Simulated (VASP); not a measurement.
Here is a VASP 6.6.1 calculation.

Contents of POSCAR:

```
Sc
1.0
    0.0000000000      2.4345111997      2.4345111997
    2.4345111997      0.0000000000      2.4345111997
    2.4345111997      2.4345111997      0.0000000000
Sc
1
Direct
    0.0000000000      0.0000000000      0.0000000000
```

Contents of INCAR.step1:

```
  PREC = Accurate
  ENCUT = 520
  ISMEAR = -1
  SIGMA = 0.15
  LREAL = F
  LASPH = T
  NELM = 100
  NBANDS = 12
  GGA = PE
  ALGO = Normal
  EDIFF = 1E-4
  LWAVE = T
  LCHARG = F
```

File INCAR.step2:

```
  PREC = Accurate
  ENCUT = 520
  EDIFF = 1E-8
  ISMEAR = -1
  SIGMA = 0.15
  LREAL = F
  LASPH = T
  NELM = 100
  ALGO = Normal
  ISIF = 2
  LWAVE = F
  LCHARG = F
  METAGGA = R2SCAN
  LMIXTAU = T
  IVDW = 13
  VDW_S6 = 1.0
  VDW_S8 = 0.6018749
  VDW_A1 = 0.51559235
  VDW_A2 = 5.77342911
  LEFG = T
  NBANDS = 12
  ISTART = 1
```

File KPOINTS:

```
regular mesh
0
Gamma
  10 10 10
```

Potentials or basis: VASP PAW PBE potentials, release 64 (Sc_sv).

Launch:

```console
$ cat potpaw_PBE.64/Sc_sv/POTCAR > POTCAR
$ cp INCAR.step1 INCAR
$ mpirun -np 1 vasp_std > vasp.out
$ cp INCAR.step2 INCAR
$ mpirun -np 1 vasp_std > vasp.out
```

(1) Predict the dispersion energy per atom.

(2) Estimate the pressure.

## Answers

(1) -0.075 eV.

(2) -6.0 GPa.

Caveat: without QUAD_EFG the Cq values of the log hold for a quadrupole moment of 1 mb, not for the nuclei; the PAW data sets were made with another functional, which shifts forces and pressure a little; pairwise dispersion overbinds metals, which lowers pressure and volume.
